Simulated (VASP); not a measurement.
# ZrTi3C4 (Pmmm) in VASP: a series of runs

Aim: see how the results for ZrTi3C4 move with the level of theory and the settings. Levels: PBE, r2SCAN. Tasks: single point.

Everything below comes from runs of VASP 6.6.1. Logs are shortened: lines on timing, memory, paths and dates and some standing lists are left out, and cuts for length are marked.

## Step 1: The cell of the first run

It takes space group Pmmm (No. 47, orthorhombic). The conventional cell has a = 3.138 Å, b = 4.447 Å, c = 6.275 Å, α = 90.00°, β = 90.00°, γ = 90.00°. Within 2.9 Å of Zr (site symmetry mmm) lie 6 C at 2.22 to 2.28 Å. Within 2.9 Å of Ti (site symmetry mm2) lie 6 C at 2.19 to 2.24 Å. Ti (site symmetry mmm) has 6 C at 2.16 to 2.22 Å within 2.9 Å. Within 3.3 Å of C (site symmetry mm2) lie 4 Ti at 2.16 to 2.22 Å and 2 Zr at 2.28 Å and 12 C at 2.98 to 3.30 Å. C (site symmetry mmm) has 6 Ti at 2.19 to 2.22 Å within 2.9 Å. Within 2.9 Å of C (site symmetry mmm) lie 2 Zr at 2.22 Å and 4 Ti at 2.24 Å.

## Step 2: Single point, PBE

The input, INCAR:

```
ALGO = Normal
EDIFF = 1E-6
ENCUT = 520
GGA = PE
ISIF = 2
ISMEAR = 0
LASPH = True
LCHARG = False
LREAL = False
LWAVE = False
NBANDS = 42
NELM = 80
PREC = Accurate
SIGMA = 0.1
```

The input, KPOINTS:

```
k-points
0
Gamma
  6 4 4
```

The input, POSCAR:

```
ZrTi3C4
1.0
    3.1379051000      0.0000000000      0.0000000000
    0.0000000000      4.4470501000      0.0000000000
    0.0000000000      0.0000000000      6.2747391000
Zr Ti C
1 3 4
Direct
    0.5000000000      0.5000000000      0.5000000000
    0.0000000000      0.0000000000      0.2441250000
    0.0000000000      0.0000000000      0.7558750000
    0.5000000000      0.5000000000      0.0000000000
    0.0000000000      0.5000000000      0.7628410000
    0.5000000000      0.0000000000      0.0000000000
    0.0000000000      0.5000000000      0.2371590000
    0.5000000000      0.0000000000      0.5000000000
```

Potentials or basis: VASP PAW PBE potentials, release 64 (Zr_sv, Ti_sv, C).

On the command line:

```
$ cat potpaw_PBE.64/Zr_sv/POTCAR potpaw_PBE.64/Ti_sv/POTCAR potpaw_PBE.64/C/POTCAR > POTCAR
$ mpirun -np 1 vasp_std > vasp.out
```

OUTCAR:

```text
EDIFF = 1E-6
   ENCUT = 520
   GGA = PE
   ISIF = 2
   ISMEAR = 0
   LASPH = True
   LREAL = False
   NELM = 80
   PREC = Accurate

 ion  position               nearest neighbor table
   1  0.500  0.500  0.500-   8 2.22   8 2.22   5 2.28   7 2.28   5 2.28   7 2.28   4 3.14   4 3.14
                             3 3.16   3 3.16   2 3.16   3 3.16   2 3.16   2 3.16   2 3.16   3 3.16
   2  0.000  0.000  0.244-   6 2.19   6 2.19   7 2.22   7 2.22   8 2.24   8 2.24   1 3.16   1 3.16
                             1 3.16   1 3.16
   3  0.000  0.000  0.756-   6 2.19   6 2.19   5 2.22   5 2.22   8 2.24   8 2.24   1 3.16   1 3.16
                             1 3.16   1 3.16
   4  0.500  0.500  0.000-   5 2.16   7 2.16   5 2.16   7 2.16   6 2.22   6 2.22   1 3.14   1 3.14

   5  0.000  0.500  0.763-   4 2.16   4 2.16   3 2.22   3 2.22   1 2.28   1 2.28
   6  0.500  0.000  0.000-   2 2.19   3 2.19   2 2.19   3 2.19   4 2.22   4 2.22
   7  0.000  0.500  0.237-   4 2.16   4 2.16   2 2.22   2 2.22   1 2.28   1 2.28
   8  0.500  0.000  0.500-   1 2.22   1 2.22   3 2.24   2 2.24   2 2.24   3 2.24

  LATTYP: Found a simple orthorhombic cell.
 ALAT       =     3.1379051000
 B/A-ratio  =     1.4172035031
 C/A-ratio  =     1.9996586576

  Lattice vectors:

 A1 = (   3.1379051000,   0.0000000000,   0.0000000000)
 A2 = (   0.0000000000,   4.4470501000,   0.0000000000)
 A3 = (   0.0000000000,   0.0000000000,   6.2747391000)

Analysis of symmetry for initial positions (statically):
=====================================================================
 Subroutine PRICEL returns:
 Original cell was already a primitive cell.

 Routine SETGRP: Setting up the symmetry group for a
 simple orthorhombic supercell.

 Subroutine GETGRP returns: Found  8 space group operations
 (whereof  8 operations were pure point group operations)
 out of a pool of  8 trial point group operations.

The static configuration has the point symmetry D_2h.

Analysis of symmetry for dynamics (positions and initial velocities):
=====================================================================
 Subroutine PRICEL returns:
 Original cell was already a primitive cell.

 Routine SETGRP: Setting up the symmetry group for a
 simple orthorhombic supercell.

 Subroutine GETGRP returns: Found  8 space group operations
 (whereof  8 operations were pure point group operations)
 out of a pool of  8 trial point group operations.

The dynamic configuration has the point symmetry D_2h.

 Subroutine INISYM returns: Found  8 space group operations
 (whereof  8 operations are pure point group operations),
 and found     1 'primitive' translations

----------------------------------------------------------------------------------------

                                     Primitive cell

  volume of cell :      87.5604

  direct lattice vectors                    reciprocal lattice vectors
     3.137905100  0.000000000  0.000000000     0.318683953  0.000000000  0.000000000
     0.000000000  4.447050100  0.000000000     0.000000000  0.224868166  0.000000000
     0.000000000  0.000000000  6.274739100     0.000000000  0.000000000  0.159369176

  length of vectors
     3.137905100  4.447050100  6.274739100     0.318683953  0.224868166  0.159369176

  position of ions in fractional coordinates (direct lattice)
     0.500000000  0.500000000  0.500000000
     0.000000000  0.000000000  0.244125000
     0.000000000  0.000000000  0.755875000
     0.500000000  0.500000000  0.000000000
     0.000000000  0.500000000  0.762841000
     0.500000000  0.000000000  0.000000000
     0.000000000  0.500000000  0.237159000
     0.500000000  0.000000000  0.500000000

  ion indices of the primitive-cell ions
   primitive index   ion index
                 1           1
                 2           2
                 3           3
                 4           4
                 5           5
                 6           6
                 7           7
                 8           8

----------------------------------------------------------------------------------------

 KPOINTS: k-points

Automatic generation of k-mesh.
 Grid dimensions read from file:
 generate k-points for:    6    4    4

 Generating k-lattice:

  Cartesian coordinates                     Fractional coordinates (reciprocal lattice)
     0.053113992  0.000000000  0.000000000     0.166666667  0.000000000  0.000000000
     0.000000000  0.056217041  0.000000000     0.000000000  0.250000000  0.000000000
     0.000000000  0.000000000  0.039842294     0.000000000  0.000000000  0.250000000

  Length of vectors
     0.053113992  0.056217041  0.039842294

  Shift w.r.t. Gamma in fractional coordinates (k-lattice)
     0.000000000  0.000000000  0.000000000

 Subroutine IBZKPT returns following result:
 ===========================================

 Found     36 irreducible k-points:

 Following reciprocal coordinates:
            Coordinates               Weight
  0.000000  0.000000  0.000000      1.000000
  0.166667  0.000000  0.000000      2.000000
  0.333333  0.000000  0.000000      2.000000
  0.500000  0.000000  0.000000      1.000000
  0.000000  0.250000  0.000000      2.000000
  0.166667  0.250000  0.000000      4.000000
[... 16 lines left out ...]
  0.333333  0.500000  0.250000      4.000000
  0.500000  0.500000  0.250000      2.000000
 [... further k-points ...]
   k-points           NKPTS =     36   k-points in BZ     NKDIM =     36   number of bands    NBANDS=     42
   number of dos      NEDOS =    301   number of ions     NIONS =      8
   total plane-waves  NPLWV =  41472
   dimension x,y,z NGX =    24 NGY =   36 NGZ =   48
   dimension x,y,z NGXF=    48 NGYF=   72 NGZF=   96
   ions per type =               1   3   4
   NGX,Y,Z   is equivalent  to a cutoff of  12.72, 13.46, 12.72 a.u.
   NGXF,Y,Z  is equivalent  to a cutoff of  25.43, 26.92, 25.43 a.u.
 SYSTEM =  unknown system
   PREC   = accura    normal or accurate (medium, high low for compatibility)
   ISTART =      0    job   : 0-new  1-cont  2-samecut
   ICHARG =      2    charge: 1-file 2-atom 10-const
   ISPIN  =      1    spin polarized calculation?
   LNONCOLLINEAR =      F non collinear calculations
   LSORBIT =      F    spin-orbit coupling
   LASPH  =      T    aspherical Exc in radial PAW
   ENCUT  =  520.0 eV  38.22 Ry    6.18 a.u.   5.83  8.27 11.67*2*pi/ulx,y,z
   NELM   =     80;   NELMIN=  2; NELMDL= -5     # of ELM steps
   EDIFF  = 0.1E-05   stopping-criterion for ELM
   LREAL  =      F    real-space projection
   EDIFFG = 0.1E-04   stopping-criterion for IOM
   NSW    =      0    number of steps for IOM
   IBRION =     -1    ionic relax: 0-MD 1-quasi-New 2-CG
   NFREE  =      0    steps in history (QN), initial steepest desc. (CG)
   ISIF   =      2    stress and relaxation
   ISYM   =      2    0-nonsym 1-usesym 2-fastsym
   POTIM  = 0.5000    time-step for ionic-motion
   TEBEG  =    0.0;   TEEND  =   0.0 temperature during run
   PSTRESS=    0.0 pullay stress
   NELECT =      64.0000    total number of electrons
   NUPDOWN=      -1.0000    fix difference up-down
   EMIN   =  10.00;   EMAX   =-10.00  energy-range for DOS
   EFERMI =   0.00;   METHOD = LEGACY
   ISMEAR =     0;   SIGMA  =   0.10  broadening in eV -4-tet -1-fermi 0-gaus
   EFERMI_NEDOS =   21; number of points for ismear=-14 and -15
   IALGO  =     38    algorithm
   IMIX   =      4    mixing-type and parameters
     AMIX     =   0.40;   BMIX     =  1.00
     AMIX_MAG =   1.60;   BMIX_MAG =  1.00
  volume/ion in A,a.u.               =      10.95        73.86
  Fermi-wavevector in a.u.,A,eV,Ry     =   1.474684  2.786749 29.588496  2.174693
  Thomas-Fermi vector in A             =   2.589425
   LORBIT       =      0    0 simple, 1 ext, 2 COOP (PROOUT), +10 PAW based schemes
   GGA     = PE    functional components
   LHFCALC =     F    Hartree Fock is set to
   AEXX    =    0.0000 exact exchange contribution
   IVDW    =     0    specifies the selected vdW correction
   LEPSILON=     F    determine dielectric tensor
   LRPA    =     F    only Hartree local field effects (RPA)
 non-spin polarized calculation
 Gauss-broadening in eV      SIGMA  =   0.10
  energy-cutoff  :      520.00
  volume of cell :       87.56
 maximum number of plane-waves:      2377
 NGX is ok and might be reduce to    24
   NGX = 11   NGY = 17   NGZ = 23

 number of electron      63.9999991 magnetization

 Free energy of the ion-electron system (eV)
  ---------------------------------------------------
  ext. energy  EPLUGINS =         0.00000000
  ---------------------------------------------------
  free energy    TOTEN  =       -75.12899600 eV

  energy without entropy =      -75.11945025  energy(sigma->0) =      -75.12422313

 E-fermi :   9.3269     XC(G=0): -12.4924

 val. band max:        9.3167693709   @ k =   0.0000   0.0000   0.2500
 cond. band min:       9.3410409425   @ k =   0.3333   0.0000   0.5000
 fundamental gap:      0.0242715716
 Fermi energy:         9.3269294441

 k-point     1 :       0.0000    0.0000    0.0000
  band No.  band energies     occupation
      1     -47.3740      2.00000
      2     -47.3516      2.00000
      3     -47.1928      2.00000
      4     -38.2702      2.00000
      5     -23.7419      2.00000
      6     -23.7120      2.00000
[... 34 lines left out ...]
     41      12.2286      0.00000
     42      12.6981      0.00000

 k-point     2 :       0.1667    0.0000    0.0000
  band No.  band energies     occupation
      1     -47.3686      2.00000
      2     -47.3472      2.00000
      3     -47.1892      2.00000
      4     -38.2532      2.00000
      5     -23.7378      2.00000
      6     -23.6919      2.00000
[... 979 lines left out ...]
     41      12.9172      0.00000
     42      13.5657      0.00000

 k-point    24 :       0.5000    0.5000    0.2500
  band No.  band energies     occupation
      1     -47.3498      2.00000
      2     -47.3365      2.00000
      3     -47.1785      2.00000
      4     -38.2012      2.00000
      5     -23.7759      2.00000
      6     -23.7161      2.00000
[... 34 lines left out ...]
     41      12.9087      0.00000
     42      13.4204      0.00000

 [... further k-points ...]

------------------------ aborting loop because EDIFF is reached ----------------------------------------

  FORCE on cell =-STRESS in cart. coord.  units (eV):
  Direction    XX          YY          ZZ          XY          YZ          ZX
  --------------------------------------------------------------------------------------
  -------------------------------------------------------------------------------------
  Total        0.5296356     -0.1070688     -0.1222100      0.0000000      0.0000000      0.0000000
  in kB        9.6912594     -1.9591425     -2.2361957      0.0000000      0.0000000      0.0000000
  external PRESSURE =       1.8319737 kB  Pullay stress =       0.0000000 kB

 VOLUME and BASIS-vectors are now :
 -----------------------------------------------------------------------------
  energy-cutoff  :      520.00
  volume of cell :       87.56
      direct lattice vectors                 reciprocal lattice vectors
     3.137905100  0.000000000  0.000000000     0.318683953  0.000000000  0.000000000
     0.000000000  4.447050100  0.000000000     0.000000000  0.224868166  0.000000000
     0.000000000  0.000000000  6.274739100     0.000000000  0.000000000  0.159369176

 POSITION                                       TOTAL-FORCE (eV/Angst)
 -----------------------------------------------------------------------------------
      1.56895      2.22353      3.13737         0.000000      0.000000      0.000000
      0.00000      0.00000      1.53182         0.000000      0.000000     -0.033839
      0.00000      0.00000      4.74292         0.000000      0.000000      0.033839
      1.56895      2.22353      0.00000         0.000000      0.000000      0.000000
      0.00000      2.22353      4.78663         0.000000      0.000000      0.001886
      1.56895      0.00000      0.00000         0.000000      0.000000      0.000000
      0.00000      2.22353      1.48811         0.000000      0.000000     -0.001886
      1.56895      0.00000      3.13737         0.000000      0.000000      0.000000
 -----------------------------------------------------------------------------------
    total drift:                                0.000000     -0.000000     -0.000000

  FREE ENERGIE OF THE ION-ELECTRON SYSTEM (eV)
  ---------------------------------------------------
  free  energy   TOTEN  =       -75.1289959962 eV

  energy  without entropy=      -75.1194502538  energy(sigma->0) =      -75.12422313
```

Wall time 4.5 min (1 thread of Intel Xeon 8259CL, shared host); peak memory 0.26 GiB.

What came out:

```
Free energy            : -75.1290 eV
Pressure               : 0.2 GPa
Largest force          : 0.034 eV/Å
Band gap on the k mesh : zero (bands 32 and 33 overlap by 1.09 eV)
```

Forces in eV/Å, atoms in the order of the input:
```
Zr   0.000  0.000  0.000
Ti   0.000  0.000 -0.034
Ti   0.000  0.000  0.034
Ti   0.000  0.000  0.000
C    0.000  0.000  0.002
C    0.000  0.000  0.000
C    0.000  0.000 -0.002
C    0.000  0.000  0.000
```

## Step 3: Single point, PBE

The input, INCAR:

```
SYSTEM = ZrTi3C4
PREC = Accurate ; ENCUT = 520
EDIFF = 1E-6 ; ISMEAR = 0
SIGMA = 0.1 ; LREAL = .False.
LASPH = .True. ; NELM = 100
ALGO = Normal ; ISIF = 2
LWAVE = .False. ; LCHARG = .False.
GGA = PE ; NBANDS = 42
```

The input, KPOINTS:

```
Automatic mesh
0
Gamma
  12 8 6
  0 0 0
```

POSCAR is that of step 2.

Potentials or basis: VASP PAW PBE potentials, release 64 (Zr_sv, Ti_sv, C).

On the command line:

```
$ cat potpaw_PBE.64/Zr_sv/POTCAR potpaw_PBE.64/Ti_sv/POTCAR potpaw_PBE.64/C/POTCAR > POTCAR
$ mpirun -np 1 vasp_std > vasp.out
```

Run time: 16 min. Hardware: 1 thread of Intel Xeon 8259CL, shared host; peak memory 0.51 GiB.

Results (log left out):

```
Free energy            : -75.1100 eV
Pressure               : 0.2 GPa
Band gap on the k mesh : zero (bands 32 and 33 overlap by 1.09 eV)
```

Forces on the atoms (eV/Å):
```
Zr   0.000  0.000  0.000
Ti   0.000  0.000  0.000
Ti   0.000  0.000  0.000
Ti   0.000  0.000  0.000
C    0.000  0.000  0.002
C    0.000  0.000  0.000
C    0.000  0.000 -0.002
C    0.000  0.000  0.000
```

Levels at points of the mesh, in eV from the Fermi level:
```tsv
k point	band 28	band 29	band 30	band 31	band 32	band 33	band 34	band 35	band 36	band 37
(0.00, 0.00, 0.00)	-1.65	-0.04	-0.02	0.70	0.71	0.72	1.39	1.41	1.43	1.74
(0.50, 0.00, 0.00)	-2.36	-1.65	-1.63	-0.28	-0.04	-0.02	0.32	1.89	2.50	2.61
(0.00, 0.50, 0.00)	-2.76	-0.66	-0.58	-0.48	-0.47	-0.38	-0.31	1.95	2.45	2.71
(0.50, 0.50, 0.00)	-2.75	-2.67	-2.56	-2.55	-2.51	2.48	2.51	2.60	2.66	2.66
(0.00, 0.00, 0.50)	-1.74	-1.35	-1.31	-1.12	-0.93	0.97	1.17	1.30	1.60	1.75
(0.50, 0.00, 0.50)	-1.82	-1.77	-1.66	-1.56	-1.22	0.88	0.93	1.18	1.37	2.89
(0.00, 0.50, 0.50)	-2.36	-2.06	-2.02	-1.92	-1.89	1.27	1.51	1.66	2.09	2.44
(0.50, 0.50, 0.50)	-2.82	-2.42	-2.40	-2.23	-2.13	2.30	2.33	2.44	2.52	2.54
```

[end of part 1 of 2]
